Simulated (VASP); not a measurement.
# Al (P6_3/mmc) in VASP: further runs, part 2 of 2

VASP 6.6.1.

## 4. Single point, PBE0

Contents of POSCAR:

```
Al
1.0
    2.8124553515      0.0000000000      0.0000000000
   -1.4062276757      2.4356577814      0.0000000000
    0.0000000000      0.0000000000      4.8668500000
Al
2
Direct
    0.3333333333      0.6666666667      0.2500000000
    0.6666666667      0.3333333333      0.7500000000
```

Contents of INCAR.step1:

```
  PREC = Accurate
  ENCUT = 520
  EDIFF = 1E-5
  ISMEAR = -1
  SIGMA = 0.05
  LREAL = F
  LASPH = T
  NELM = 60
  ALGO = Normal
  ISIF = 2
  LWAVE = T
  LCHARG = F
  NBANDS = 10
  GGA = PE
```

Contents of INCAR.step2:

```
  PREC = Accurate
  ENCUT = 520
  EDIFF = 1E-6
  ISMEAR = -1
  SIGMA = 0.05
  LREAL = F
  LASPH = T
  NELM = 60
  ALGO = Normal
  ISIF = 2
  LWAVE = F
  LCHARG = F
  GGA = PE
  LHFCALC = T
  AEXX = 0.25
  PRECFOCK = Normal
  NBANDS = 10
  ISTART = 1
```

Contents of KPOINTS:

```
regular mesh
0
Gamma
  6 6 4
```

Potentials or basis: VASP PAW PBE potentials, release 64 (Al).

Started as:

```bash
cat potpaw_PBE.64/Al/POTCAR > POTCAR
cp INCAR.step1 INCAR
mpirun -np 1 vasp_std > vasp.out
cp INCAR.step2 INCAR
mpirun -np 1 vasp_std > vasp.out
```

OUTCAR:

```text
PREC = Accurate
   ENCUT = 520
   EDIFF = 1E-6
   ISMEAR = -1
   LREAL = F
   LASPH = T
   NELM = 60
   ISIF = 2
   GGA = PE
   LHFCALC = T
   AEXX = 0.25
   PRECFOCK = Normal
   ISTART = 1

 ion  position               nearest neighbor table
   1  0.333  0.667  0.250-   2 2.93   2 2.93   2 2.93   2 2.93   2 2.93   2 2.93
   2  0.667  0.333  0.750-   1 2.93   1 2.93   1 2.93   1 2.93   1 2.93   1 2.93

  LATTYP: Found a hexagonal cell.
 ALAT       =     2.8124553515
 C/A-ratio  =     1.7304630267

  Lattice vectors:

 A1 = (   2.8124553515,   0.0000000000,   0.0000000000)
 A2 = (  -1.4062276757,   2.4356577814,   0.0000000000)
 A3 = (   0.0000000000,   0.0000000000,   4.8668500000)

Analysis of symmetry for initial positions (statically):
=====================================================================
 Subroutine PRICEL returns:
 Original cell was already a primitive cell.

 Routine SETGRP: Setting up the symmetry group for a
 hexagonal supercell.

 Subroutine GETGRP returns: Found 24 space group operations
 (whereof 12 operations were pure point group operations)
 out of a pool of 24 trial point group operations.

The static configuration has the point symmetry D_3d.
 The point group associated with its full space group is D_6h.

Analysis of symmetry for dynamics (positions and initial velocities):
=====================================================================
 Subroutine PRICEL returns:
 Original cell was already a primitive cell.

 Routine SETGRP: Setting up the symmetry group for a
 hexagonal supercell.

 Subroutine GETGRP returns: Found 24 space group operations
 (whereof 12 operations were pure point group operations)
 out of a pool of 24 trial point group operations.

The dynamic configuration has the point symmetry D_3d.
 The point group associated with its full space group is D_6h.
[... 124 lines left out ...]
   NKREDX  =     1    reduce k-point grid by
   NKREDY  =     1    reduce k-point grid by
   NKREDZ  =     1    reduce k-point grid by
   AEXX    =    0.2500 exact exchange contribution
   HFSCREEN=    0.0000 screening length (either q_TF or 0.3 A-1)
   HFSCREENC=   0.0000 screening length for correlation (either q_TF or 0.3 A-1)
   ENCUTFOCK=  -1.0 apply spherical cutoff to Coloumb kernel
   IVDW    =     0    specifies the selected vdW correction
   LEPSILON=     F    determine dielectric tensor
   LRPA    =     F    only Hartree local field effects (RPA)
 non-spin polarized calculation
  energy-cutoff  :      520.00
  volume of cell :       33.34
 maximum number of plane-waves:       920
 NGX is ok and might be reduce to    24
  NGX = 16; NGY = 16; NGZ = 28

 number of electron       6.0000000 magnetization

 Free energy of the ion-electron system (eV)
  ---------------------------------------------------
  ext. energy  EPLUGINS =         0.00000000
  ---------------------------------------------------
  free energy    TOTEN  =        -8.75722107 eV

  energy without entropy =       -8.75481692  energy(sigma->0) =       -8.75601900

 E-fermi :   7.9100     XC(G=0):  -7.9946

 val. band max:        7.4946995860   @ k =   0.3333  -0.0000   0.0000
 cond. band min:       8.0298649844   @ k =   0.3333  -0.0000   0.2500
 fundamental gap:      0.5351653985
 Fermi energy:         7.9100426410

 k-point     1 :       0.0000    0.0000    0.0000
  band No.  band energies     occupation
      1      -5.1937      2.00000
      2       1.6391      2.00000
      3       1.8957      2.00000
      4      20.4428      0.00000
      5      20.7320      0.00000
      6      20.7320      0.00000
      7      20.9490      0.00000
      8      20.9490      0.00000
      9      21.6884      0.00000
     10      24.0779      0.00000
[... 248 lines left out ...]
 k-point    21 :       0.3333    0.3333    0.5000
  band No.  band energies     occupation
      1       5.0748      2.00000
      2       5.0748      2.00000
      3       5.8930      2.00000
      4       5.8930      2.00000
      5       6.8364      2.00000
      6       6.8364      2.00000
      7      18.3967      0.00000
      8      18.3967      0.00000
      9      19.6491      0.00000
     10      19.6491      0.00000

------------------------ aborting loop because EDIFF is reached ----------------------------------------

  FORCE on cell =-STRESS in cart. coord.  units (eV):
  Direction    XX          YY          ZZ          XY          YZ          ZX
  --------------------------------------------------------------------------------------
  -------------------------------------------------------------------------------------
  Total        0.2287088      0.2287088     -0.4912891      0.0000000     -0.0000000      0.0000000
  in kB       10.9911635     10.9911635    -23.6101008      0.0000000     -0.0000000      0.0000000
  external PRESSURE =      -0.5425913 kB  Pullay stress =       0.0000000 kB

 VOLUME and BASIS-vectors are now :
 -----------------------------------------------------------------------------
  energy-cutoff  :      520.00
  volume of cell :       33.34
      direct lattice vectors                 reciprocal lattice vectors
     2.812455352  0.000000000  0.000000000     0.355561200  0.205283355  0.000000000
    -1.406227676  2.435657781  0.000000000     0.000000000  0.410566709  0.000000000
     0.000000000  0.000000000  4.866850000     0.000000000  0.000000000  0.205471712

 POSITION                                       TOTAL-FORCE (eV/Angst)
 -----------------------------------------------------------------------------------
     -0.00000      1.62377      1.21671        -0.000000      0.000000      0.000000
      1.40623      0.81189      3.65014         0.000000     -0.000000     -0.000000
 -----------------------------------------------------------------------------------
    total drift:                               -0.000000     -0.000000      0.000000

  FREE ENERGIE OF THE ION-ELECTRON SYSTEM (eV)
  ---------------------------------------------------
  free  energy   TOTEN  =        -8.7572210736 eV

  energy  without entropy=       -8.7548169241  energy(sigma->0) =       -8.75601900
```

OUTCAR.step1:

```text
PREC = Accurate
   ENCUT = 520
   EDIFF = 1E-5
   ISMEAR = -1
   LREAL = F
[... 492 lines left out ...]
     -0.00000      1.62377      1.21671         0.000000      0.000000      0.000000
      1.40623      0.81189      3.65014        -0.000000     -0.000000      0.000000
 -----------------------------------------------------------------------------------
    total drift:                                0.000000     -0.000000      0.000000

  FREE ENERGIE OF THE ION-ELECTRON SYSTEM (eV)
  ---------------------------------------------------
  free  energy   TOTEN  =        -7.4418251256 eV

  energy  without entropy=       -7.4326388921  energy(sigma->0) =       -7.43723201
```

OSZICAR.step1:

```text
N       E                     dE             d eps       ncg     rms          rms(c)
DAV:   1    -0.981328042893E+00   -0.98133E+00   -0.23440E+03   420   0.478E+02
DAV:   2    -0.736908314590E+01   -0.63878E+01   -0.61958E+01   590   0.519E+01
DAV:   3    -0.748684459990E+01   -0.11776E+00   -0.11716E+00   552   0.556E+00
DAV:   4    -0.748730658757E+01   -0.46199E-03   -0.46197E-03   516   0.401E-01
DAV:   5    -0.748731076250E+01   -0.41749E-05   -0.41742E-05   520   0.398E-02    0.177E+00
DAV:   6    -0.746074749699E+01    0.26563E-01   -0.31548E-03   488   0.305E-01    0.103E+00
DAV:   7    -0.744191377719E+01    0.18834E-01   -0.88898E-03   444   0.478E-01    0.168E-01
DAV:   8    -0.744182807157E+01    0.85706E-04   -0.86485E-05   600   0.547E-02    0.135E-02
DAV:   9    -0.744182512561E+01    0.29460E-05   -0.14611E-06   286   0.631E-03
   1 F= -.74418251E+01 E0= -.74372320E+01  d E =-.918623E-02
```

It took 7.4 min on 1 thread of Intel Xeon 8259CL, shared host; peak memory 0.16 GiB.

Results:

```
Free energy            : -8.7572 eV
Pressure               : -0.1 GPa
Band gap on the k mesh : zero (bands 3 and 4 overlap by 8.42 eV)
```

Levels at points of the mesh, in eV from the Fermi level:
```tsv
k point	band 1	band 2	band 3	band 4	band 5	band 6
(0.00, 0.00, 0.00)	-13.10	-6.27	-6.01	12.53	12.82	12.82
(0.50, 0.00, 0.00)	-6.21	-6.11	0.94	0.95	1.80	1.92
(0.00, 0.00, 0.50)	-11.36	-11.36	2.98	2.98	13.91	13.91
(0.50, 0.00, 0.50)	-4.80	-4.80	-3.91	-3.91	8.56	8.56
```

Caveat: the k points lie up to 0.43 Å⁻¹ apart, too coarse for converged energies and pressures of a metal; the PAW data sets were made with another functional, which shifts forces and pressure a little.

## 5. Single point, HSE06

This run uses another cell than the first one, of 17.00 Å³/atom.

Contents of POSCAR:

```
Al
1.0
    2.8310814264      0.0000000000      0.0000000000
   -1.4155407132      2.4517884355      0.0000000000
    0.0000000000      0.0000000000      4.8990817340
Al
2
Direct
    0.3333333333      0.6666666667      0.2500000000
    0.6666666667      0.3333333333      0.7500000000
```

Contents of INCAR.step1:

```
SYSTEM = Al
PREC = Accurate ; ENCUT = 520
EDIFF = 1E-5 ; ISMEAR = -1
SIGMA = 0.05 ; LREAL = .False.
LASPH = .True. ; NELM = 60
ALGO = Normal ; ISIF = 2
LWAVE = .True. ; LCHARG = .False.
NBANDS = 10 ; GGA = PE
```

Contents of INCAR.step2:

```
SYSTEM = Al
PREC = Accurate ; ENCUT = 520
EDIFF = 1E-6 ; ISMEAR = -1
SIGMA = 0.05 ; LREAL = .False.
LASPH = .True. ; NELM = 60
ALGO = Normal ; ISIF = 2
LWAVE = .False. ; LCHARG = .False.
GGA = PE ; LHFCALC = .True.
HFSCREEN = 0.2079 ; PRECFOCK = Normal
NBANDS = 10 ; ISTART = 1
```

Contents of KPOINTS:

```
Automatic mesh
0
Gamma
  6 6 4
  0 0 0
```

Started as:

```bash
cat potpaw_PBE.64/Al/POTCAR > POTCAR
cp INCAR.step1 INCAR
mpirun -np 1 vasp_std > vasp.out
cp INCAR.step2 INCAR
mpirun -np 1 vasp_std > vasp.out
```

Wall time 6.8 min (1 thread of Intel Xeon 8259CL, shared host); peak memory 0.25 GiB.

The run converged. Its results:

| Property | Result |
| --- | --- |
| Free energy | -8.1356 eV |
| Pressure | -1.4 GPa |
| Band gap on the k mesh | zero (bands 3 and 4 overlap by 7.59 eV) |

Stress tensor (GPa, compression positive):
```
-0.54  0.00  0.00
 0.00 -0.54  0.00
 0.00  0.00 -3.06
```

Levels at points of the mesh, in eV from the Fermi level:
```
           k point  band 1  band 2  band 3  band 4  band 5  band 6  band 7  band 8
(0.00, 0.00, 0.00)  -12.37   -5.67   -5.34   12.17   12.36   12.36   12.65   12.65
(0.50, 0.00, 0.00)   -5.59   -5.46    0.79    0.83    1.59    1.80    6.94    8.56
(0.00, 0.00, 0.50)  -10.65  -10.65    2.77    2.77   13.51   13.51   13.51   13.51
(0.50, 0.00, 0.50)   -4.20   -4.20   -3.36   -3.36    8.26    8.26    8.35    8.35
```

Caveat: the k points lie up to 0.43 Å⁻¹ apart, too coarse for converged energies and pressures of a metal; the PAW data sets were made with another functional, which shifts forces and pressure a little.

## 6. The runs side by side

```tsv
task	level	cell	k mesh	cutoff (eV)	screening parameter	gap on the mesh (eV)	pressure (GPa)	relaxed volume (Å³/atom)
relaxation of cell and atoms	PBE-based screened hybrid with 25 % exact exchange	relaxed from a = 2.812, b = 2.812, c = 4.867 Å, angles 90.0, 90.0, 120.0°, 2 atoms	6 × 6 × 3	600	0.3 1/Å	none	0.0	16.70
relaxation of cell and atoms	PBEsol-based screened hybrid with 25 % exact exchange	relaxed from a = 2.812, b = 2.812, c = 4.867 Å, angles 90.0, 90.0, 120.0°, 2 atoms	6 × 6 × 3	600	0.207 1/Å	none	0.0	16.46
single point	PBE0	a = 2.812, b = 2.812, c = 4.867 Å, angles 90.0, 90.0, 120.0°, 2 atoms	6 × 6 × 4	520	-	none	-0.1	-
single point	HSE06	a = 2.831, b = 2.831, c = 4.899 Å, angles 90.0, 90.0, 120.0°, 2 atoms	6 × 6 × 4	520	0.2079 1/Å	none	-1.4	-
```

Alike in all rows: potentials or basis VASP PAW PBE potentials, release 64 (Al); no spin polarisation; smearing fermi-dirac 0.05 eV.

Caveats: all runs use coarse meshes; the PAW data sets were made with another functional, which shifts forces and pressure a little.

Total energies depend on the potentials used, so only differences within one code and one set of settings carry meaning.

The gap in the log of VASP goes by the Fermi energy; the results here count the filled bands.